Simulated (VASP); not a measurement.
Write the native input for VASP 6.6.1 that does the following.

```
Task                   : single point
Functional             : PBE
Potentials or basis    : VASP PAW PBE potentials, release 64 (Be, As, C)
Cutoff                 : 600 eV
k mesh                 : 6 × 6 × 6
Occupations            : fermi-dirac, width 0.02 eV
Spin                   : no spin polarisation
Dipole correction      : no
Further INCAR settings : ALGO = Normal; EDIFF = 1e-06; NBANDS = 16
```

The structure of BeAs2C lies in POSCAR:

```
BeAs2C
1.0
    3.4247097982      0.0000000000      0.0000000000
    0.0000000000      3.4247097982      0.0000000000
    0.0000000000      0.0000000000      4.8968630612
Be As C
1 2 1
Direct
    0.0000000000      0.0000000000      0.0000000000
    0.0000000000      0.5000000000      0.2605674643
    0.5000000000      0.0000000000      0.7394325357
    0.5000000000      0.5000000000      0.5000000000
```

One way to write it, as run:

INCAR

```
PREC = Accurate ; ENCUT = 600
EDIFF = 1E-6 ; ISMEAR = -1
SIGMA = 0.02 ; LREAL = False
LASPH = True ; NELM = 120
ALGO = Normal ; ISIF = 2
LWAVE = False ; LCHARG = True
GGA = PE ; LELF = True
LVHAR = True ; NBANDS = 16
GGA_COMPAT = False
```

KPOINTS

```
regular mesh
0
Gamma
  6 6 6
```

Potentials or basis: VASP PAW PBE potentials, release 64 (Be, As, C).

Command:

```sh
$ cat potpaw_PBE.64/Be/POTCAR potpaw_PBE.64/As/POTCAR potpaw_PBE.64/C/POTCAR > POTCAR
$ mpirun -np 1 vasp_std > vasp.out
```

Results of the run:

```
Pressure               : 2.5 GPa
Largest force          : 0.122 eV/Å
Band gap on the k mesh : zero (bands 8 and 9 overlap by 0.62 eV)
```

Run time: 44 s on 1 thread of Intel Xeon 8259CL, on a shared host, peak memory 0.21 GiB.
